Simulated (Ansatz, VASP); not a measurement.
**Yb: VASP beside Ansatz**

```
Yb
1.0
     3.36482    0.00000    0.00000
     0.00000    3.36482    0.00000
     0.00000    0.00000    3.36482
Yb
1
Direct
  0.00000 0.00000 0.00000
```

Change from the starting cell: volume scaled by 0.98, PAW files.

Alike in both runs: task electric field gradients; functional PBE; k mesh 10 × 10 × 10; occupations fermi-dirac, width 0.05 eV; no spin polarisation.

```csv
,VASP,Ansatz
version,VASP 6.6.1,Ansatz 0.2.0
potentials or method,"VASP PAW PBE potentials, release 64 (Yb)","PAW with Ansatz's default frozen-core files, scalar-relativistic"
plane-wave cutoff (eV),520,420
valence electrons in the cell,24,24
```

|  | VASP | Ansatz | Ansatz less VASP |
| --- | --- | --- | --- |
| pressure (GPa) | -0.1 | 0.2 | +0.29 |

The functional is the same, so the differences come from potentials, cutoffs and numerics.

Neither program's run includes spin-orbit coupling.
